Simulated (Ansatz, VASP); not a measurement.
## One calculation of Bi2Te3, two programs

```
CELL_PARAMETERS angstrom
2.20029 1.27034 10.19944
-2.20029 1.27034 10.19944
0.00000 -2.54067 10.19944
ATOMIC_POSITIONS crystal
Bi 0.40000 0.40000 0.40000
Bi 0.60000 0.60000 0.60000
Te 0.00000 0.00000 0.00000
Te 0.20950 0.20950 0.20950
Te 0.79050 0.79050 0.79050
```

Change from the starting cell: volume scaled by 1.01, crystal datasets.

Alike in both runs: task electric field gradients; functional PBE; k mesh 7 × 7 × 7; occupations fermi-dirac, width 0.08 eV; no spin polarisation.

```csv
,VASP,Ansatz
version,VASP 6.6.1,Ansatz 0.2.0
potentials or method,"VASP PAW PBE potentials, release 64 (Bi_d, Te), cutoff 520 eV","all-electron PAW with datasets made for the crystal, scalar-relativistic"
```

|  | VASP | Ansatz | Ansatz less VASP |
| --- | --- | --- | --- |
| pressure (GPa) | 1.3 | 1.4 | +0.03 |
| traceless stress, the component that is largest in VASP (GPa) | -0.15 | -0.15 | -0.001 |
| rms of the force components (eV/Å) | 0.038 | 0.043 | +0.0050 |
| size of Vzz on the site where it differs most (V/Å²) | 94.1 | 98.4 | +4.33 |

Atom by atom the forces differ by 0.005 eV/Å (rms over components). Ansatz ran all-electron here, and VASP with PAW potentials.

Spin-orbit coupling is off throughout.
